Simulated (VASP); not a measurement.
# Ga (I4/mmm) in VASP: settings compared

The runs below take Ga through single point, with r2SCAN, RPBE+D3(BJ).

All numbers are computed with VASP 6.6.1; they aren't measurements. Logs are shortened: lines on timing, memory, paths and dates and some standing lists are left out, and cuts for length are marked.

## (1) The cell of the first run

Symmetry: I4/mmm, No. 139, tetragonal system. Conventional cell: a = 2.712 Å, b = 2.712 Å, c = 4.528 Å, α = 90.00°, β = 90.00°, γ = 90.00°. Within 3.6 Å of Ga (site symmetry 4/mmm) lie 12 Ga at 2.71 to 2.97 Å.

## (2) Single point, r2SCAN

POSCAR

```
Ga
1.0
   -1.3561377546      1.3561377546      2.2640427644
    1.3561377546     -1.3561377546      2.2640427644
    1.3561377546      1.3561377546     -2.2640427644
Ga
1
Direct
    0.0000000000      0.0000000000      0.0000000000
```

INCAR.step1

```
PREC = Accurate
ENCUT = 520
ISMEAR = -1
SIGMA = 0.05
LREAL = False
LASPH = True
NELM = 80
NBANDS = 12
GGA = PE
ALGO = Normal
EDIFF = 1E-4
LWAVE = True
LCHARG = False
```

INCAR.step2

```
PREC = Accurate
ENCUT = 520
EDIFF = 1E-6
ISMEAR = -1
SIGMA = 0.05
LREAL = False
LASPH = True
NELM = 80
ALGO = Normal
ISIF = 2
LWAVE = False
LCHARG = True
METAGGA = R2SCAN
LMIXTAU = True
LELF = True
LVHAR = True
NBANDS = 12
ISTART = 1
```

KPOINTS

```
regular mesh
0
Gamma
  13 13 13
```

Potentials or basis: VASP PAW PBE potentials, release 64 (Ga_d).

Command:

```
cat potpaw_PBE.64/Ga_d/POTCAR > POTCAR
cp INCAR.step1 INCAR
mpirun -np 1 vasp_std > vasp.out
cp INCAR.step2 INCAR
mpirun -np 1 vasp_std > vasp.out
```

OUTCAR:

```text
PREC = Accurate
   ENCUT = 520
   EDIFF = 1E-6
   ISMEAR = -1
   LREAL = False
   LASPH = True
   NELM = 80
   ISIF = 2
   METAGGA = R2SCAN
   ISTART = 1

 ion  position               nearest neighbor table
   1  0.000  0.000  0.000-

  LATTYP: Found a body centered tetragonal cell.
 ALAT       =     2.7122755092
 C/A-ratio  =     1.6694784558

  Lattice vectors:

 A1 = (  -1.3561377546,   1.3561377546,   2.2640427644)
 A2 = (   1.3561377546,  -1.3561377546,   2.2640427644)
 A3 = (   1.3561377546,   1.3561377546,  -2.2640427644)

Analysis of symmetry for initial positions (statically):
=====================================================================
 Subroutine PRICEL returns:
 Original cell was already a primitive cell.

 Routine SETGRP: Setting up the symmetry group for a
 body centered tetragonal supercell.

 Subroutine GETGRP returns: Found 16 space group operations
 (whereof 16 operations were pure point group operations)
 out of a pool of 16 trial point group operations.

The static configuration has the point symmetry D_4h.

Analysis of symmetry for dynamics (positions and initial velocities):
=====================================================================
 Subroutine PRICEL returns:
 Original cell was already a primitive cell.

 Routine SETGRP: Setting up the symmetry group for a
 body centered tetragonal supercell.

 Subroutine GETGRP returns: Found 16 space group operations
 (whereof 16 operations were pure point group operations)
 out of a pool of 16 trial point group operations.

The dynamic configuration has the point symmetry D_4h.

 Subroutine INISYM returns: Found 16 space group operations
 (whereof 16 operations are pure point group operations),
 and found     1 'primitive' translations

----------------------------------------------------------------------------------------

                                     Primitive cell

  volume of cell :      16.6553

  direct lattice vectors                    reciprocal lattice vectors
    -1.356137755  1.356137755  2.264042764     0.000000000  0.368694108  0.220843885
     1.356137755 -1.356137755  2.264042764     0.368694108  0.000000000  0.220843885
     1.356137755  1.356137755 -2.264042764     0.368694108  0.368694108  0.000000000

  length of vectors
     2.967171862  2.967171862  2.967171862     0.429775950  0.429775950  0.521412208

  position of ions in fractional coordinates (direct lattice)
     0.000000000  0.000000000  0.000000000

  ion indices of the primitive-cell ions
   primitive index   ion index
                 1           1

----------------------------------------------------------------------------------------

 KPOINTS: regular mesh

Automatic generation of k-mesh.
 Grid dimensions read from file:
 generate k-points for:   13   13   13

 Generating k-lattice:

  Cartesian coordinates                     Fractional coordinates (reciprocal lattice)
     0.000000000  0.028361085  0.016987991     0.076923077  0.000000000  0.000000000
     0.028361085  0.000000000  0.016987991     0.000000000  0.076923077  0.000000000
     0.028361085  0.028361085  0.000000000     0.000000000  0.000000000  0.076923077

  Length of vectors
     0.033059688  0.033059688  0.040108631

  Shift w.r.t. Gamma in fractional coordinates (k-lattice)
     0.000000000  0.000000000  0.000000000

 Subroutine IBZKPT returns following result:
 ===========================================

 Found    196 irreducible k-points:

 Following reciprocal coordinates:
            Coordinates               Weight
  0.000000  0.000000  0.000000      1.000000
  0.076923 -0.000000  0.000000      8.000000
  0.153846 -0.000000  0.000000      8.000000
  0.230769  0.000000  0.000000      8.000000
  0.307692 -0.000000  0.000000      8.000000
  0.384615  0.000000  0.000000      8.000000
[... 16 lines left out ...]
  0.384615  0.153846  0.000000     16.000000
  0.461538  0.153846  0.000000     16.000000
 [... further k-points ...]
   k-points           NKPTS =    196   k-points in BZ     NKDIM =    196   number of bands    NBANDS=     12
   number of dos      NEDOS =    301   number of ions     NIONS =      1
   total plane-waves  NPLWV =  13824
   dimension x,y,z NGX =    24 NGY =   24 NGZ =   24
   dimension x,y,z NGXF=    48 NGYF=   48 NGZF=   48
   ions per type =               1
   NGX,Y,Z   is equivalent  to a cutoff of  13.45, 13.45, 13.45 a.u.
   NGXF,Y,Z  is equivalent  to a cutoff of  26.89, 26.89, 26.89 a.u.
 SYSTEM =  unknown system
   PREC   = accura    normal or accurate (medium, high low for compatibility)
   ISTART =      1    job   : 0-new  1-cont  2-samecut
   ICHARG =      0    charge: 1-file 2-atom 10-const
   ISPIN  =      1    spin polarized calculation?
   LNONCOLLINEAR =      F non collinear calculations
   LSORBIT =      F    spin-orbit coupling
   LASPH  =      T    aspherical Exc in radial PAW
   ENCUT  =  520.0 eV  38.22 Ry    6.18 a.u.   5.52  5.52  5.52*2*pi/ulx,y,z
   NELM   =     80;   NELMIN=  2; NELMDL=  0     # of ELM steps
   EDIFF  = 0.1E-05   stopping-criterion for ELM
   LREAL  =      F    real-space projection
   EDIFFG = 0.1E-04   stopping-criterion for IOM
   NSW    =      0    number of steps for IOM
   IBRION =     -1    ionic relax: 0-MD 1-quasi-New 2-CG
   NFREE  =      0    steps in history (QN), initial steepest desc. (CG)
   ISIF   =      2    stress and relaxation
   ISYM   =      2    0-nonsym 1-usesym 2-fastsym
   POTIM  = 0.5000    time-step for ionic-motion
   TEBEG  =    0.0;   TEEND  =   0.0 temperature during run
   PSTRESS=    0.0 pullay stress
   NELECT =      13.0000    total number of electrons
   NUPDOWN=      -1.0000    fix difference up-down
   EMIN   =  10.00;   EMAX   =-10.00  energy-range for DOS
   EFERMI =   0.00;   METHOD = LEGACY
   ISMEAR =    -1;   SIGMA  =   0.05  broadening in eV -4-tet -1-fermi 0-gaus
   EFERMI_NEDOS =   21; number of points for ismear=-14 and -15
   IALGO  =     38    algorithm
   IMIX   =      4    mixing-type and parameters
     AMIX     =   0.40;   BMIX     =  1.00
     AMIX_MAG =   1.60;   BMIX_MAG =  1.00
  volume/ion in A,a.u.               =      16.66       112.40
  Fermi-wavevector in a.u.,A,eV,Ry     =   1.507319  2.848420 30.912585  2.272011
  Thomas-Fermi vector in A             =   2.617921
   LORBIT       =      0    0 simple, 1 ext, 2 COOP (PROOUT), +10 PAW based schemes
   METAGGA = R2SCAN    functional components
   LHFCALC =     F    Hartree Fock is set to
   AEXX    =    0.0000 exact exchange contribution
   IVDW    =     0    specifies the selected vdW correction
   LEPSILON=     F    determine dielectric tensor
   LRPA    =     F    only Hartree local field effects (RPA)
 non-spin polarized calculation
  energy-cutoff  :      520.00
  volume of cell :       16.66
 maximum number of plane-waves:       469
 NGX is ok and might be reduce to    24
   NGX = 11   NGY = 11   NGZ = 11

 number of electron      13.0000004 magnetization

 Free energy of the ion-electron system (eV)
  ---------------------------------------------------
  ext. energy  EPLUGINS =         0.00000000
  ---------------------------------------------------
  free energy    TOTEN  =       -11.29826706 eV

  energy without entropy =      -11.29517947  energy(sigma->0) =      -11.29672326

 E-fermi :   6.6340     XC(G=0): -12.9154

 val. band max:        6.6291029583   @ k =  -0.3846  -0.3846   0.0769
 cond. band min:       6.6421880031   @ k =  -0.3077  -0.4615   0.3077
 fundamental gap:      0.0130850448
 Fermi energy:         6.6340286417

 k-point     1 :       0.0000    0.0000    0.0000
  band No.  band energies     occupation
      1      -9.0755      2.00000
      2      -8.8858      2.00000
      3      -8.8429      2.00000
      4      -8.8429      2.00000
      5      -8.6424      2.00000
      6      -6.0115      2.00000
      7      21.0323      0.00000
      8      21.2044      0.00000
      9      21.2045      0.00000
     10      24.3274      0.00000
     11      24.4235      0.00000
     12      25.4545      0.00000

 k-point     2 :       0.0769   -0.0000    0.0000
  band No.  band energies     occupation
      1      -9.0633      2.00000
      2      -8.8824      2.00000
      3      -8.8472      2.00000
      4      -8.8351      2.00000
      5      -8.6492      2.00000
      6      -5.8340      2.00000
      7      19.0006      0.00000
      8      20.3354      0.00000
      9      21.0282      0.00000
     10      23.2782      0.00000
     11      24.4995      0.00000
     12      25.9475      0.00000

 k-point     3 :       0.1538   -0.0000    0.0000
  band No.  band energies     occupation
      1      -9.0389      2.00000
      2      -8.8925      2.00000
      3      -8.8336      2.00000
      4      -8.8153      2.00000
      5      -8.6661      2.00000
      6      -5.2955      2.00000
      7      15.4288      0.00000
      8      18.9784      0.00000
      9      20.6995      0.00000
     10      22.3434      0.00000
     11      23.7549      0.00000
     12      27.1996      0.00000

 k-point     4 :       0.2308    0.0000    0.0000
  band No.  band energies     occupation
      1      -9.0248      2.00000
      2      -8.9319      2.00000
      3      -8.7963      2.00000
      4      -8.7758      2.00000
      5      -8.6809      2.00000
      6      -4.3868      2.00000
      7      11.8947      0.00000
      8      17.6771      0.00000
      9      20.4661      0.00000
     10      21.3083      0.00000
     11      23.5621      0.00000
     12      28.5420      0.00000

 k-point     5 :       0.3077   -0.0000    0.0000
  band No.  band energies     occupation
      1      -9.0274      2.00000
      2      -8.9780      2.00000
      3      -8.7966      2.00000
      4      -8.6975      2.00000
      5      -8.6758      2.00000
      6      -3.1057      2.00000
      7       8.5994      0.00000
      8      16.6229      0.00000
      9      20.4176      0.00000
     10      20.4762      0.00000
     11      23.6332      0.00000
     12      27.4249      0.00000
[... 228 lines left out ...]
      1      -8.9703      2.00000
      2      -8.9234      2.00000
      3      -8.8087      2.00000
      4      -8.7699      2.00000
      5      -8.7015      2.00000
      6      -3.0803      2.00000
      7      10.7175      0.00000
      8      13.9146      0.00000
      9      16.3598      0.00000
     10      23.0880      0.00000
     11      24.1864      0.00000
     12      26.3121      0.00000

 k-point    22 :       0.3077    0.1538    0.0000
  band No.  band energies     occupation
      1      -8.9725      2.00000
      2      -8.9476      2.00000
      3      -8.8181      2.00000
      4      -8.7147      2.00000
      5      -8.6932      2.00000
      6      -1.6120      2.00000
      7       7.6080      0.00000
      8      13.9162      0.00000
      9      15.5209      0.00000
     10      22.1272      0.00000
     11      23.0358      0.00000
     12      27.7907      0.00000

 k-point    23 :       0.3846    0.1538    0.0000
  band No.  band energies     occupation
      1      -9.0054      2.00000
      2      -8.9439      2.00000
      3      -8.8383      2.00000
      4      -8.7055      2.00000
      5      -8.6324      2.00000
      6       0.2105      2.00000
      7       4.7926      2.00000
      8      13.9455      0.00000
      9      15.3090      0.00000
     10      20.9335      0.00000
     11      22.5528      0.00000
     12      28.8006      0.00000

 k-point    24 :       0.4615    0.1538    0.0000
  band No.  band energies     occupation
      1      -9.0257      2.00000
      2      -8.9372      2.00000
      3      -8.8500      2.00000
      4      -8.7106      2.00000
      5      -8.5928      2.00000
      6       2.0959      2.00000
      7       2.5827      2.00000
      8      13.8921      0.00000
      9      15.8249      0.00000
     10      19.9524      0.00000
     11      22.4859      0.00000
     12      29.5529      0.00000

 [... further k-points ...]

------------------------ aborting loop because EDIFF is reached ----------------------------------------

  FORCE on cell =-STRESS in cart. coord.  units (eV):
  Direction    XX          YY          ZZ          XY          YZ          ZX
  --------------------------------------------------------------------------------------
  -------------------------------------------------------------------------------------
  Total        0.5488701      0.5488701      0.3999882      0.0000000     -0.0000000      0.0000000
  in kB       52.7992696     52.7992696     38.4773817      0.0000000     -0.0000000      0.0000000
  external PRESSURE =      48.0253069 kB  Pullay stress =       0.0000000 kB

 VOLUME and BASIS-vectors are now :
 -----------------------------------------------------------------------------
  energy-cutoff  :      520.00
  volume of cell :       16.66
      direct lattice vectors                 reciprocal lattice vectors
    -1.356137755  1.356137755  2.264042764     0.000000000  0.368694108  0.220843885
     1.356137755 -1.356137755  2.264042764     0.368694108  0.000000000  0.220843885
     1.356137755  1.356137755 -2.264042764     0.368694108  0.368694108  0.000000000

 POSITION                                       TOTAL-FORCE (eV/Angst)
 -----------------------------------------------------------------------------------
      0.00000      0.00000      0.00000         0.000000     -0.000000      0.000000
 -----------------------------------------------------------------------------------
    total drift:                                0.000000      0.000000     -0.000000

  FREE ENERGIE OF THE ION-ELECTRON SYSTEM (eV)
  ---------------------------------------------------
  free  energy   TOTEN  =       -11.2982670560 eV

  energy  without entropy=      -11.2951794738  energy(sigma->0) =      -11.29672326
```

It took 97 s on 1 thread of Intel Xeon Platinum 8488C (Sapphire Rapids), shared host; peak memory 0.17 GiB.

What came out:

| Property | Result |
| --- | --- |
| Free energy | -11.2983 eV |
| Pressure | 4.8 GPa |
| Band gap on the k mesh | zero (an odd number of electrons rules out a gap without spin polarisation) |

Levels at points of the mesh, in eV from the Fermi level:
| k point | band 2 | band 3 | band 4 | band 5 | band 6 | band 7 | band 8 | band 9 | band 10 | band 11 |
| --- | --- | --- | --- | --- | --- | --- | --- | --- | --- | --- |
| (0.00, 0.00, 0.00) | -15.52 | -15.48 | -15.48 | -15.28 | -12.65 | 14.40 | 14.57 | 14.57 | 17.69 | 17.79 |

Caveat: the cell stands under pressure; the PAW data sets were made with another functional, which shifts forces and pressure a little.

[end of part 1 of 2]
